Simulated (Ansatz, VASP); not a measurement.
One calculation of K, two programs

```
K
1.0
     0.00000    4.65002    4.65002
     4.65002    0.00000    4.65002
     4.65002    4.65002    0.00000
K
2
Direct
  0.12500 0.12500 0.12500
  0.87500 0.87500 0.87500
```

Alike in both runs: task single point; functional PBEsol; k mesh 7 × 7 × 7; occupations fermi-dirac, width 0.1 eV; no spin polarisation.

|  | VASP | Ansatz |
| --- | --- | --- |
| version | VASP 6.6.1 | Ansatz 0.2.0 |
| potentials or method | VASP PAW PBE potentials, release 64 (K_sv), cutoff 520 eV | plane waves (420 eV) with PAW, scalar-relativistic |
| valence electrons in the cell | 18 | 18 |

|  | VASP | Ansatz | Ansatz less VASP |
| --- | --- | --- | --- |
| pressure (GPa) | 0.1 | 0.1 | +0.01 |

VASP's potentials were made for PBE, not for PBEsol, and Ansatz warns of the same on its side.
